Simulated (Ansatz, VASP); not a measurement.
# Li: VASP beside Ansatz

```
CELL_PARAMETERS angstrom
4.19578 0.00000 0.00000
-2.09789 3.63365 0.00000
0.00000 0.00000 5.14547
ATOMIC_POSITIONS crystal
Li 0.00000 0.00000 0.01425
Li 0.00000 0.00000 0.51425
Li 0.33333 0.66667 0.79296
Li 0.66667 0.33333 0.29296
```

Alike in both runs: task single point; functional PBE; k mesh 6 × 6 × 4; occupations gaussian, width 0.1 eV; no spin polarisation.

|  | VASP | Ansatz |
| --- | --- | --- |
| version | VASP 6.6.1 | Ansatz 0.2.0 |
| potentials or method | VASP PAW PBE potentials, release 64 (Li_sv), cutoff 520 eV | scalar-relativistic, plane waves, PAW |
| valence electrons in the cell | 12 | 12 |

|  | VASP | Ansatz | Ansatz less VASP |
| --- | --- | --- | --- |
| gap on the k mesh at the Fermi level (eV) | none | none | - |
| rms of the force components (eV/Å) | 0.049 | 0.048 | -0.0002 |

Atom by atom the forces differ by 0.000 eV/Å (rms over components). A gap of «none» marks a metal or a gap that the smearing closes.

Noted on VASP's run: the cutoff is short for stress, so the pressure is rough.
